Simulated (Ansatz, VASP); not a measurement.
**Two plane-wave programs on Ti**

File POSCAR:

```
Ti
1.0
    3.2579476360      0.0000000000      0.0000000000
   -1.6289738180      2.5418607360      0.0000000000
    0.0000000000      0.0000000000      4.9631078732
Ti
2
Direct
    0.3333333333      0.6666666667      0.2500000000
    0.6666666667      0.3333333333      0.7500000000
```

INCAR.step1

```
PREC = Accurate
ENCUT = 520
ISMEAR = 1
SIGMA = 0.05
LREAL = False
LASPH = True
NELM = 100
NBANDS = 19
GGA = PE
ALGO = Normal
EDIFF = 1E-4
LWAVE = True
LCHARG = False
```

File INCAR.step2:

```
PREC = Accurate
ENCUT = 520
EDIFF = 1E-6
ISMEAR = 1
SIGMA = 0.05
LREAL = False
LASPH = True
NELM = 100
ALGO = Normal
ISIF = 2
LWAVE = False
LCHARG = True
METAGGA = R2SCAN
LMIXTAU = True
LELF = True
LVHAR = True
NBANDS = 19
ISTART = 1
```

Contents of KPOINTS:

```
Automatic mesh
0
Gamma
  18 18 10
```

Input for Ansatz:

```yaml
crystal:
  lattice:
    - [3.257947636, 0.0, 0.0]
    - [-1.628973818, 2.541860736, 0.0]
    - [0.0, 0.0, 4.9631078732]
  atoms:
    - { symbol: Ti, position: [0.3333333333, 0.6666666667, 0.25] }
    - { symbol: Ti, position: [0.6666666667, 0.3333333333, 0.75] }
basis:
  ecutwfc: 520.0
kpoints:
  mp_grid: { grid: [18, 18, 10] }
hamiltonian:
  xc: r2scan
scf:
  occupations: { method: cold, width: 0.05 }
output:
  forces: true
  stress: true
  eigenvalues: true
```

Change from the starting cell: normal strain along x +0.1100, normal strain along z +0.0700.

Alike in both runs: task single point; functional r2SCAN; k mesh 18 × 18 × 10; no spin polarisation.

```csv
,VASP,Ansatz
version,VASP 6.6.1,Ansatz 0.2.0
potentials or method,"VASP PAW PBE potentials, release 64 (Ti_sv), cutoff 520 eV","scalar-relativistic, plane waves, PAW"
occupations,"methfessel-paxton of order 1, width 0.05 eV","cold, width 0.05 eV"
valence electrons in the cell,24,24
```

|  | VASP | Ansatz | Ansatz less VASP |
| --- | --- | --- | --- |
| gap on the k mesh at the Fermi level (eV) | none | none | - |
| pressure (GPa) | -14.3 | -14.5 | -0.22 |
| traceless stress, the component that is largest in VASP (GPa) | 5.78 | 5.76 | -0.020 |
| rms of the force components (eV/Å) | 0.158 | 0.156 | -0.0016 |

VASP's potentials were made for PBE, not for r2SCAN. Atom by atom the forces differ by 0.002 eV/Å (rms over components). A gap of «none» marks a metal or a gap that the smearing closes.
